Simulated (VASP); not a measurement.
# SnTe3 (Fm-3m) in VASP: further runs

The runs below take SnTe3 through single point, with PBE.

All numbers are computed with VASP 6.6.1; they aren't measurements. Logs are shortened: lines on timing, memory, paths and dates and some standing lists are left out, and cuts for length are marked.

## 1. The cell of the first run

It takes space group Fm-3m (No. 225, cubic). Conventional cell: a = 7.722 Å, b = 7.722 Å, c = 7.722 Å, α = 90.00°, β = 90.00°, γ = 90.00°. Sn (site symmetry m-3m) has 14 Te at 3.34 to 3.86 Å within 4.4 Å. Within 4.4 Å of Te (site symmetry -43m) lie 4 Sn at 3.34 Å and 10 Te at 3.34 to 3.86 Å. Within 4.4 Å of Te (site symmetry m-3m) lie 8 Te at 3.34 Å and 6 Sn at 3.86 Å.

## 2. Single point, PBE

The input, INCAR:

```
SYSTEM = SnTe3
  PREC = Accurate
  ENCUT = 520
  EDIFF = 1E-6
  ISMEAR = 0
  SIGMA = 0.1
  LREAL = .False.
  LASPH = .True.
  NELM = 100
  ALGO = Normal
  ISIF = 2
  LWAVE = .False.
  LCHARG = .False.
  GGA = PE
  NBANDS = 24
```

The input, KPOINTS:

```
regular mesh
0
Gamma
  6 6 6
  0 0 0
```

The input, POSCAR:

```
SnTe3
1.0
    0.0000000000      3.8612190000      3.8612190000
    3.8612190000      0.0000000000      3.8612190000
    3.8612190000      3.8612190000      0.0000000000
Sn Te
1 3
Direct
    0.0000000000      0.0000000000      0.0000000000
    0.2500000000      0.2500000000      0.2500000000
    0.7500000000      0.7500000000      0.7500000000
    0.5000000000      0.5000000000      0.5000000000
```

Potentials or basis: VASP PAW PBE potentials, release 64 (Sn_d, Te).

The run is started by

```console
$ cat potpaw_PBE.64/Sn_d/POTCAR potpaw_PBE.64/Te/POTCAR > POTCAR
$ mpirun -np 1 vasp_std > vasp.out
```

OUTCAR:

```text
SYSTEM = SnTe3
   PREC = Accurate
   ENCUT = 520
   EDIFF = 1E-6
   ISMEAR = 0
   LREAL = .False.
   LASPH = .True.
   NELM = 100
   ISIF = 2
   GGA = PE

 ion  position               nearest neighbor table
   1  0.000  0.000  0.000-   3 3.34   3 3.34   3 3.34   2 3.34   3 3.34   2 3.34   2 3.34   2 3.34

   2  0.250  0.250  0.250-   1 3.34   1 3.34   1 3.34   1 3.34   4 3.34   4 3.34   4 3.34   4 3.34

   3  0.750  0.750  0.750-   4 3.34   4 3.34   4 3.34   1 3.34   4 3.34   1 3.34   1 3.34   1 3.34

   4  0.500  0.500  0.500-   2 3.34   2 3.34   2 3.34   2 3.34   3 3.34   3 3.34   3 3.34   3 3.34

  LATTYP: Found a face centered cubic cell.
 ALAT       =     7.7224380000

  Lattice vectors:

 A1 = (   0.0000000000,   3.8612190000,   3.8612190000)
 A2 = (   3.8612190000,   0.0000000000,   3.8612190000)
 A3 = (   3.8612190000,   3.8612190000,   0.0000000000)

Analysis of symmetry for initial positions (statically):
=====================================================================
 Subroutine PRICEL returns:
 Original cell was already a primitive cell.

 Routine SETGRP: Setting up the symmetry group for a
 face centered cubic supercell.

 Subroutine GETGRP returns: Found 48 space group operations
 (whereof 48 operations were pure point group operations)
 out of a pool of 48 trial point group operations.

The static configuration has the point symmetry O_h .

Analysis of symmetry for dynamics (positions and initial velocities):
=====================================================================
 Subroutine PRICEL returns:
 Original cell was already a primitive cell.

 Routine SETGRP: Setting up the symmetry group for a
 face centered cubic supercell.

 Subroutine GETGRP returns: Found 48 space group operations
 (whereof 48 operations were pure point group operations)
 out of a pool of 48 trial point group operations.

The dynamic configuration has the point symmetry O_h .

 Subroutine INISYM returns: Found 48 space group operations
 (whereof 48 operations are pure point group operations),
 and found     1 'primitive' translations

----------------------------------------------------------------------------------------

                                     Primitive cell

  volume of cell :     115.1339

[... 80 lines left out ...]
   LASPH  =      T    aspherical Exc in radial PAW
   ENCUT  =  520.0 eV  38.22 Ry    6.18 a.u.  10.15 10.15 10.15*2*pi/ulx,y,z
   NELM   =    100;   NELMIN=  2; NELMDL= -5     # of ELM steps
   EDIFF  = 0.1E-05   stopping-criterion for ELM
   LREAL  =      F    real-space projection
   EDIFFG = 0.1E-04   stopping-criterion for IOM
   NSW    =      0    number of steps for IOM
   IBRION =     -1    ionic relax: 0-MD 1-quasi-New 2-CG
   NFREE  =      0    steps in history (QN), initial steepest desc. (CG)
   ISIF   =      2    stress and relaxation
   ISYM   =      2    0-nonsym 1-usesym 2-fastsym
   POTIM  = 0.5000    time-step for ionic-motion
   TEBEG  =    0.0;   TEEND  =   0.0 temperature during run
   PSTRESS=    0.0 pullay stress
   NELECT =      32.0000    total number of electrons
   NUPDOWN=      -1.0000    fix difference up-down
   EMIN   =  10.00;   EMAX   =-10.00  energy-range for DOS
   EFERMI =   0.00;   METHOD = LEGACY
   ISMEAR =     0;   SIGMA  =   0.10  broadening in eV -4-tet -1-fermi 0-gaus
   EFERMI_NEDOS =   21; number of points for ismear=-14 and -15
   IALGO  =     38    algorithm
   IMIX   =      4    mixing-type and parameters
     AMIX     =   0.40;   BMIX     =  1.00
     AMIX_MAG =   1.60;   BMIX_MAG =  1.00
  volume/ion in A,a.u.               =      28.78       194.24
  Fermi-wavevector in a.u.,A,eV,Ry     =   1.068375  2.018936 15.530032  1.141425
  Thomas-Fermi vector in A             =   2.204021
   LORBIT       =      0    0 simple, 1 ext, 2 COOP (PROOUT), +10 PAW based schemes
   GGA     = PE    functional components
   LHFCALC =     F    Hartree Fock is set to
   AEXX    =    0.0000 exact exchange contribution
   IVDW    =     0    specifies the selected vdW correction
   LEPSILON=     F    determine dielectric tensor
   LRPA    =     F    only Hartree local field effects (RPA)
 non-spin polarized calculation
 Gauss-broadening in eV      SIGMA  =   0.10
  energy-cutoff  :      520.00
  volume of cell :      115.13
 maximum number of plane-waves:      3138
 NGX is ok and might be reduce to    42
   NGX = 21   NGY = 21   NGZ = 21

 number of electron      31.9999997 magnetization

 Free energy of the ion-electron system (eV)
  ---------------------------------------------------
  ext. energy  EPLUGINS =         0.00000000
  ---------------------------------------------------
  free energy    TOTEN  =       -12.61937394 eV

  energy without entropy =      -12.60023090  energy(sigma->0) =      -12.60980242

 E-fermi :   7.7149     XC(G=0): -10.0322

 val. band max:        7.7114212719   @ k =   0.3333   0.0000   0.0000
 cond. band min:       7.7603669024   @ k =   0.5000   0.5000   0.0000
 fundamental gap:      0.0489456305
 Fermi energy:         7.7149278532

 k-point     1 :       0.0000    0.0000    0.0000
  band No.  band energies     occupation
      1     -13.9066      2.00000
      2     -13.9066      2.00000
      3     -13.9066      2.00000
      4     -13.9031      2.00000
      5     -13.9031      2.00000
      6      -5.7465      2.00000
[... 421 lines left out ...]
     23      14.1615      0.00000
     24      14.3357      0.00000

------------------------ aborting loop because EDIFF is reached ----------------------------------------

  FORCE on cell =-STRESS in cart. coord.  units (eV):
  Direction    XX          YY          ZZ          XY          YZ          ZX
  --------------------------------------------------------------------------------------
  -------------------------------------------------------------------------------------
  Total        0.0760638      0.0760638      0.0760638     -0.0000000     -0.0000000      0.0000000
  in kB        1.0584869      1.0584869      1.0584869     -0.0000000     -0.0000000      0.0000000
  external PRESSURE =       1.0584869 kB  Pullay stress =       0.0000000 kB

 VOLUME and BASIS-vectors are now :
 -----------------------------------------------------------------------------
  energy-cutoff  :      520.00
  volume of cell :      115.13
      direct lattice vectors                 reciprocal lattice vectors
     0.000000000  3.861219000  3.861219000    -0.129492785  0.129492785  0.129492785
     3.861219000  0.000000000  3.861219000     0.129492785 -0.129492785  0.129492785
     3.861219000  3.861219000  0.000000000     0.129492785  0.129492785 -0.129492785

 POSITION                                       TOTAL-FORCE (eV/Angst)
 -----------------------------------------------------------------------------------
      0.00000      0.00000      0.00000         0.000000      0.000000     -0.000000
      1.93061      1.93061      1.93061         0.000000     -0.000000     -0.000000
      5.79183      5.79183      5.79183        -0.000000      0.000000      0.000000
      3.86122      3.86122      3.86122         0.000000     -0.000000     -0.000000
 -----------------------------------------------------------------------------------
    total drift:                               -0.000000      0.000000      0.000000

  FREE ENERGIE OF THE ION-ELECTRON SYSTEM (eV)
  ---------------------------------------------------
  free  energy   TOTEN  =       -12.6193739425 eV

  energy  without entropy=      -12.6002308974  energy(sigma->0) =      -12.60980242
```

OSZICAR:

```text
N       E                     dE             d eps       ncg     rms          rms(c)
DAV:   1     0.228002866610E+03    0.22800E+03   -0.13258E+04   776   0.135E+03
DAV:   2     0.116760005101E+02   -0.21633E+03   -0.20493E+03   800   0.355E+02
DAV:   3    -0.117169196129E+02   -0.23393E+02   -0.22290E+02   944   0.102E+02
DAV:   4    -0.126452250936E+02   -0.92831E+00   -0.92168E+00   904   0.208E+01
DAV:   5    -0.126799065930E+02   -0.34681E-01   -0.34679E-01  1144   0.436E+00    0.997E+00
DAV:   6    -0.126170216822E+02    0.62885E-01   -0.12474E-01  1008   0.225E+00    0.636E+00
DAV:   7    -0.126189745731E+02   -0.19529E-02   -0.43361E-02   976   0.119E+00    0.196E+00
DAV:   8    -0.126194373254E+02   -0.46275E-03   -0.31349E-03   928   0.325E-01    0.444E-01
DAV:   9    -0.126193863522E+02    0.50973E-04   -0.46752E-04  1032   0.190E-01    0.213E-01
DAV:  10    -0.126193817307E+02    0.46215E-05   -0.75306E-05   896   0.548E-02    0.327E-02
DAV:  11    -0.126193749789E+02    0.67519E-05   -0.15722E-05  1032   0.402E-02    0.121E-02
DAV:  12    -0.126193739458E+02    0.10331E-05   -0.14399E-06   816   0.760E-03    0.114E-02
DAV:  13    -0.126193739425E+02    0.32696E-08   -0.11149E-07   680   0.231E-03
   1 F= -.12619374E+02 E0= -.12609802E+02  d E =-.191430E-01
```

stdout:

```text
POSCAR found type information on POSCAR SnTe
 POSCAR found :  2 types and       4 ions
 scaLAPACK will be used
 LDA part: xc-table for (Slater+PW92), standard interpolation
 POSCAR, INCAR and KPOINTS ok, starting setup
 FFT: planning ... GRIDC
 FFT: planning ... GRID_SOFT
 FFT: planning ... GRID
 WAVECAR not read
 entering main loop
```

Wall time 28 s (1 thread of Intel Xeon 6975P-C (Granite Rapids), shared host); peak memory 0.26 GiB.

Results:

```yaml
Free_energy: -12.6194 eV
Pressure: 0.1 GPa
Band_gap_on_the_k_mesh: zero (band 16 reaches 8.10 eV, above the bottom of band 17 at 5.89 eV)
```

Levels at points of the mesh, in eV from the Fermi level:
| k point | band 14 | band 15 | band 16 | band 17 | band 18 | band 19 |
| --- | --- | --- | --- | --- | --- | --- |
| (0.00, 0.00, 0.00) | -3.29 | -3.29 | -1.83 | -1.83 | -1.83 | 3.09 |
| (0.50, 0.00, 0.00) | -2.02 | -1.93 | 0.39 | 0.39 | 1.28 | 1.82 |
| (0.50, 0.50, 0.00) | -0.58 | -0.58 | 0.05 | 0.17 | 0.17 | 2.12 |

Caveat: spin-orbit coupling is left out, which moves the levels of the heavy elements.

## 3. Single point, PBE

The input, INCAR:

```
PREC = Accurate
ENCUT = 520
EDIFF = 1E-6
ISMEAR = 0
SIGMA = 0.1
LREAL = F
LASPH = T
NELM = 60
ALGO = Normal
ISIF = 2
LWAVE = F
LCHARG = F
GGA = PE
NBANDS = 24
```

The input, KPOINTS:

```
regular mesh
0
Gamma
  8 8 8
```

POSCAR is that of step 2.

Potentials or basis: VASP PAW PBE potentials, release 64 (Sn_d, Te).

The run is started by

```console
$ cat potpaw_PBE.64/Sn_d/POTCAR potpaw_PBE.64/Te/POTCAR > POTCAR
$ mpirun -np 1 vasp_std > vasp.out
```

Wall time 44 s (1 thread of Intel Xeon 6975P-C (Granite Rapids), shared host); peak memory 0.29 GiB.

The run converged. Its results:

* Free energy: -12.6388 eV
* Pressure: 0.0 GPa
* Band gap on the k mesh: zero (band 16 reaches 8.11 eV, above the bottom of band 17 at 5.88 eV)

Levels at points of the mesh, in eV from the Fermi level:
| k point | band 12 | band 13 | band 14 | band 15 | band 16 | band 17 | band 18 | band 19 | band 20 | band 21 |
| --- | --- | --- | --- | --- | --- | --- | --- | --- | --- | --- |
| (0.00, 0.00, 0.00) | -3.26 | -3.26 | -3.26 | -3.26 | -1.80 | -1.80 | -1.80 | 3.12 | 3.12 | 4.12 |
| (0.50, 0.00, 0.00) | -3.38 | -3.38 | -1.99 | -1.90 | 0.42 | 0.42 | 1.31 | 1.84 | 1.84 | 3.37 |
| (0.50, 0.50, 0.00) | -1.51 | -0.91 | -0.55 | -0.55 | 0.07 | 0.21 | 0.21 | 2.14 | 3.32 | 3.32 |

Caveat: spin-orbit coupling is left out, which moves the levels of the heavy elements.

## 4. Single point, PBE

The input, INCAR:

```
SYSTEM = SnTe3
PREC = Accurate ; ENCUT = 520
EDIFF = 1E-6 ; ISMEAR = 0
SIGMA = 0.1 ; LREAL = .False.
LASPH = .True. ; NELM = 80
ALGO = Normal ; ISIF = 2
LWAVE = .False. ; LCHARG = .True.
GGA = PE ; LELF = .True.
LVHAR = .True. ; NBANDS = 24
```

The input, KPOINTS:

```
regular mesh
0
Gamma
  10 10 10
  0 0 0
```

POSCAR is that of step 3.

The run is started by

```console
$ cat potpaw_PBE.64/Sn_d/POTCAR potpaw_PBE.64/Te/POTCAR > POTCAR
$ mpirun -np 1 vasp_std > vasp.out
```

Run time: 75 s. Hardware: 1 thread of Intel Xeon 6975P-C (Granite Rapids), shared host; peak memory 0.33 GiB.

It converged, with:

- Free energy: -12.6412 eV
- Pressure: -0.1 GPa
- Band gap on the k mesh: zero (band 16 reaches 8.11 eV, above the bottom of band 17 at 5.88 eV)

Levels at points of the mesh, in eV from the Fermi level:
```csv
k point,band 14,band 15,band 16,band 17,band 18,band 19
"(0.00, 0.00, 0.00)",-3.15,-3.15,-1.70,-1.70,-1.70,3.22
"(0.50, 0.00, 0.00)",-1.88,-1.80,0.52,0.52,1.41,1.94
"(0.50, 0.50, 0.00)",-0.46,-0.46,0.16,0.32,0.32,2.25
```

Caveat: spin-orbit coupling is left out, which moves the levels of the heavy elements.

## 5. Single point, PBE

The input, INCAR:

```
SYSTEM = SnTe3
  PREC = Accurate
  ENCUT = 520
  EDIFF = 1E-6
  ISMEAR = -5
  SIGMA = 0.1
  LREAL = .FALSE.
  LASPH = .TRUE.
  NELM = 100
  ALGO = Normal
  ISIF = 2
  LWAVE = .FALSE.
  LCHARG = .TRUE.
  GGA = PE
  LELF = .TRUE.
  LVHAR = .TRUE.
  NBANDS = 24
```

The input, KPOINTS:

```
Automatic mesh
0
G
  10 10 10
  0 0 0
```

POSCAR is that of step 4.

Potentials or basis: VASP PAW PBE potentials, release 64 (Sn_d, Te).

The run is started by

```console
$ cat potpaw_PBE.64/Sn_d/POTCAR potpaw_PBE.64/Te/POTCAR > POTCAR
$ mpirun -np 1 vasp_std > vasp.out
```

OUTCAR:

```text
SYSTEM = SnTe3
   PREC = Accurate
   ENCUT = 520
   EDIFF = 1E-6
   ISMEAR = -5
   LREAL = .FALSE.
   LASPH = .TRUE.
   NELM = 100
   ISIF = 2
   GGA = PE

 ion  position               nearest neighbor table
   1  0.000  0.000  0.000-   3 3.34   3 3.34   3 3.34   2 3.34   3 3.34   2 3.34   2 3.34   2 3.34

   2  0.250  0.250  0.250-   1 3.34   1 3.34   1 3.34   1 3.34   4 3.34   4 3.34   4 3.34   4 3.34

   3  0.750  0.750  0.750-   4 3.34   4 3.34   4 3.34   1 3.34   4 3.34   1 3.34   1 3.34   1 3.34

   4  0.500  0.500  0.500-   2 3.34   2 3.34   2 3.34   2 3.34   3 3.34   3 3.34   3 3.34   3 3.34

  LATTYP: Found a face centered cubic cell.
 ALAT       =     7.7224380000

  Lattice vectors:

 A1 = (   0.0000000000,   3.8612190000,   3.8612190000)
 A2 = (   3.8612190000,   0.0000000000,   3.8612190000)
 A3 = (   3.8612190000,   3.8612190000,   0.0000000000)

Analysis of symmetry for initial positions (statically):
=====================================================================
 Subroutine PRICEL returns:
 Original cell was already a primitive cell.
[... 174 lines left out ...]

  energy without entropy =      -12.62497891  energy(sigma->0) =      -12.62497891

 E-fermi :   7.5898     XC(G=0): -10.0330

 val. band max:        7.6447660729   @ k =   0.4000   0.0000   0.0000
 cond. band min:       7.4815003949   @ k =  -0.2000   0.3000   0.1000
 fundamental gap:     -0.1632656781
 Fermi energy:         7.5897580120

 k-point     1 :       0.0000    0.0000    0.0000
  band No.  band energies     occupation
      1     -13.9248      2.00000
      2     -13.9248      2.00000
      3     -13.9248      2.00000
      4     -13.9217      2.00000
      5     -13.9217      2.00000
      6      -5.7436      2.00000
[... 637 lines left out ...]
     23      14.6270      0.00000
     24      14.8053      0.00000

 [... further k-points ...]

------------------------ aborting loop because EDIFF is reached ----------------------------------------

  FORCE on cell =-STRESS in cart. coord.  units (eV):
  Direction    XX          YY          ZZ          XY          YZ          ZX
  --------------------------------------------------------------------------------------
  -------------------------------------------------------------------------------------
  Total       -0.0738485     -0.0738485     -0.0738485      0.0000000      0.0000000      0.0000000
  in kB       -1.0276592     -1.0276592     -1.0276592      0.0000000      0.0000000      0.0000000
  external PRESSURE =      -1.0276592 kB  Pullay stress =       0.0000000 kB

 VOLUME and BASIS-vectors are now :
 -----------------------------------------------------------------------------
  energy-cutoff  :      520.00
  volume of cell :      115.13
      direct lattice vectors                 reciprocal lattice vectors
     0.000000000  3.861219000  3.861219000    -0.129492785  0.129492785  0.129492785
     3.861219000  0.000000000  3.861219000     0.129492785 -0.129492785  0.129492785
     3.861219000  3.861219000  0.000000000     0.129492785  0.129492785 -0.129492785

 POSITION                                       TOTAL-FORCE (eV/Angst)
 -----------------------------------------------------------------------------------
      0.00000      0.00000      0.00000         0.000000     -0.000000      0.000000
      1.93061      1.93061      1.93061        -0.000000      0.000000      0.000000
      5.79183      5.79183      5.79183         0.000000     -0.000000     -0.000000
      3.86122      3.86122      3.86122         0.000000     -0.000000      0.000000
 -----------------------------------------------------------------------------------
    total drift:                               -0.000000      0.000000      0.000000

  FREE ENERGIE OF THE ION-ELECTRON SYSTEM (eV)
  ---------------------------------------------------
  free  energy   TOTEN  =       -12.6249789103 eV

  energy  without entropy=      -12.6249789103  energy(sigma->0) =      -12.62497891
```

OSZICAR:

```text
N       E                     dE             d eps       ncg     rms          rms(c)
DAV:   1     0.227290706141E+03    0.22729E+03   -0.13246E+04  2256   0.136E+03
DAV:   2     0.116403662595E+02   -0.21565E+03   -0.20337E+03  2392   0.347E+02
DAV:   3    -0.117357938048E+02   -0.23376E+02   -0.22286E+02  2832   0.101E+02
DAV:   4    -0.126421852272E+02   -0.90639E+00   -0.90326E+00  2632   0.208E+01
DAV:   5    -0.126772353062E+02   -0.35050E-01   -0.35071E-01  3392   0.437E+00    0.985E+00
DAV:   6    -0.126238905344E+02    0.53345E-01   -0.13131E-01  3016   0.225E+00    0.630E+00
DAV:   7    -0.126248428060E+02   -0.95227E-03   -0.38746E-02  2864   0.121E+00    0.200E+00
DAV:   8    -0.126250216134E+02   -0.17881E-03   -0.48649E-03  2816   0.382E-01    0.355E-01
DAV:   9    -0.126250222078E+02   -0.59438E-06   -0.95381E-04  3104   0.226E-01    0.270E-01
DAV:  10    -0.126249978846E+02    0.24323E-04   -0.97739E-05  2816   0.673E-02    0.974E-02
DAV:  11    -0.126249840152E+02    0.13869E-04   -0.27093E-05  2968   0.500E-02    0.512E-02
DAV:  12    -0.126249787225E+02    0.52927E-05   -0.32514E-06  2480   0.947E-03    0.102E-02
DAV:  13    -0.126249789103E+02   -0.18781E-06   -0.44070E-07  1896   0.374E-03
   1 F= -.12624979E+02 E0= -.12624979E+02  d E =0.000000E+00
```

It took 77 s on 1 thread of Intel Xeon 6975P-C (Granite Rapids), shared host; peak memory 0.33 GiB.

What came out:

```
Free energy            : -12.6250 eV
Pressure               : -0.1 GPa
Band gap on the k mesh : zero (band 16 reaches 8.11 eV, above the bottom of band 17 at 5.88 eV)
```

Caveat: spin-orbit coupling is left out, which moves the levels of the heavy elements; tetrahedron occupations give inexact forces and stress in metals.

(Continued in part 2 of 2.)
